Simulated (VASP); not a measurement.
Ga:

```
Ga
1.0
    -2.59560    2.59560    1.36298
     2.59560   -2.59560    1.36298
     2.59560    2.59560   -1.36298
Ga
2
Direct
  0.00000 0.00000 0.00000
  0.75000 0.25000 0.50000
```

Base run:

- Program: VASP 6.6.1
- Functional: r2SCAN
- Potentials or basis: VASP PAW PBE potentials, release 64 (Ga_d)
- Cutoff: 520 eV
- k mesh: 18 × 18 × 18
- Occupations: gaussian, width 0.1 eV
- Spin: no spin polarisation

Its results: band gap on the k mesh zero (bands 13 and 14 overlap by 7.78 eV); pressure 1.1 GPa.

Question: The run is repeated on the same cell with these changes: functional from r2SCAN to PBEsol; further incar settings from ALGO = Normal; EDIFF = 1e-07; NBANDS = 20 to ALGO = Fast; EDIFF = 1e-07; NBANDS = 20. What comes out?

Answer: Band gap on the k mesh zero (bands 13 and 14 overlap by 7.50 eV); pressure 0.1 GPa.

Caveats: the PAW data sets were made with another functional, which shifts forces and pressure a little.
